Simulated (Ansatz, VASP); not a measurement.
**Two plane-wave programs on SnTe**

```
CELL_PARAMETERS angstrom
0.00000 3.18933 3.18933
3.18933 0.00000 3.18933
3.18933 3.18933 0.00000
ATOMIC_POSITIONS crystal
Sn 0.00000 0.00000 0.00000
Te 0.50000 0.50000 0.50000
```

Alike in both runs: task single point; functional HSE06; k mesh 4 × 4 × 4; occupations fermi-dirac, width 0.02 eV; no spin polarisation.

```csv
,VASP,Ansatz
version,VASP 6.6.1,Ansatz 0.2.0
potentials or method,"VASP PAW PBE potentials, release 64 (Sn_d, Te)","plane waves, PAW"
plane-wave cutoff (eV),520,420
valence electrons in the cell,20,30
```

VASP gave:

* pressure (GPa): -0.5

Question: Which values does Ansatz return?

Answer: Pressure (GPa): -0.3.

VASP's potentials hold 20 valence electrons a cell and Ansatz's 30, so a difference there can come from the potentials and not from the codes. Ansatz's warnings: stress exchange threshold loose, stress scf threshold loose.

The k mesh is coarse, so the values compare programs but aren't converged. Spin-orbit coupling is off throughout.
